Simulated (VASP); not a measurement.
## BaS: single point with PBE

The system is BaS.

```xyz
2
Lattice="0.0000 3.2934 3.2934 3.2934 0.0000 3.2934 3.2934 3.2934 0.0000" Properties=species:S:1:pos:R:3 pbc="T T T"
Ba    0.0000    0.0000    0.0000
S     3.2934    3.2934    3.2934
```

This cell differs from its parent crystal: strain +2.5%.

| Quantity | Value |
| --- | --- |
| Program | VASP 6.6.1 |
| Task | single point |
| Functional | PBE |
| Potentials or basis | VASP PAW PBE potentials, release 64 (Ba_sv, S) |
| Cutoff | 520 eV |
| k mesh | 8 × 8 × 8 |
| Occupations | fermi-dirac, width 0.02 eV |
| Spin | no spin polarisation |
| Dipole correction | no |
| Further INCAR settings | ALGO = Normal; EDIFF = 1e-07; NBANDS = 15 |

* Pressure: -2.2 GPa
* Band gap on the k mesh: 2.24 eV (least direct gap 2.41 eV)

Levels at points of the mesh, in eV from the valence-band top:
| k point | band 5 | band 6 | band 7 | band 8 | band 9 | band 10 | band 11 | band 12 |
| --- | --- | --- | --- | --- | --- | --- | --- | --- |
| (0.00, 0.00, 0.00) | -10.23 | 0.00 | 0.00 | 0.00 | 3.17 | 3.84 | 3.84 | 3.84 |
| (0.50, 0.00, 0.00) | -9.36 | -1.75 | -0.92 | -0.92 | 5.23 | 5.40 | 5.95 | 5.95 |
| (0.50, 0.50, 0.00) | -10.13 | -0.60 | -0.18 | -0.18 | 2.24 | 5.49 | 5.68 | 7.00 |

Wall time 68 s on 1 thread of Intel Xeon 8259CL, with other jobs on the host, peak memory 0.21 GiB.

Caveat: the cell differs from its parent crystal (strain +2.5%); spin-orbit coupling is left out, which moves the levels of the heavy elements. A k mesh can miss the band edges.
